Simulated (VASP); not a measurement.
Write the native input for VASP 6.6.1 that does the following.

```
Task                   : relaxation of cell and atoms
Functional             : PBEsol
Potentials or basis    : VASP PAW PBE potentials, release 64 (Rh_pv)
Cutoff                 : 600 eV
k mesh                 : 11 × 11 × 3
Occupations            : fermi-dirac, width 0.05 eV
Spin                   : no spin polarisation
Target pressure        : 20 GPa
Dipole correction      : no
Further INCAR settings : ALGO = Normal; EDIFF = 1e-06; IBRION = 2; EDIFFG = -0.01; NSW = 60; ISIF = 3
```

The structure of Rh lies in POSCAR:

```
Rh
1.0
    2.6917446234      0.0000000000      0.0000000000
   -1.3458723117      2.3311192244      0.0000000000
    0.0000000000      0.0000000000      8.7980701300
Rh
4
Direct
    0.6666666667      0.3333333333      0.7500000000
    0.0000000000      0.0000000000      0.5000000000
    0.3333333333      0.6666666667      0.2500000000
    0.0000000000      0.0000000000      0.0000000000
```

This isn't the form of Rh at room conditions, which is fcc.

One way to write it, as run:

INCAR

```
PREC = Accurate
ENCUT = 600
EDIFF = 1E-6
ISMEAR = -1
SIGMA = 0.05
LREAL = F
LASPH = T
NELM = 100
ALGO = Normal
ISIF = 3
LWAVE = F
LCHARG = F
GGA = PS
IBRION = 2
NSW = 60
EDIFFG = -0.01
PSTRESS = 200.0
```

KPOINTS

```
Automatic mesh
0
Gamma
  11 11 3
```

Potentials or basis: VASP PAW PBE potentials, release 64 (Rh_pv).

Command:

```bash
$ cat potpaw_PBE.64/Rh_pv/POTCAR > POTCAR
$ mpirun -np 1 vasp_std > vasp.out
```

Results of the run:

| Item | Value |
| --- | --- |
| Relaxed volume | 12.76 Å³/atom |
| Relaxed cell | a = 2.626 Å, b = 2.626 Å, c = 8.546 Å, α = 90.00°, β = 90.00°, γ = 120.00° |
| Space group after relaxing (to 0.1 Å) | P6_3/mmc (No. 194) |
| Energy change on relaxing (the run minimises the enthalpy) | +39.7 meV/atom |
| Ionic steps | 10 |
| Pressure after relaxing | 20.0 GPa |
| Band gap on the k mesh | zero (bands 30 and 31 overlap by 1.86 eV) |

Caveat: the cell is relaxed towards a set pressure, so the run minimises the enthalpy, not the energy; the PAW data sets were made with another functional, which shifts forces and pressure a little.

It took 12 min on 1 thread of AMD EPYC 7R13 (shared host), peak memory 0.21 GiB.
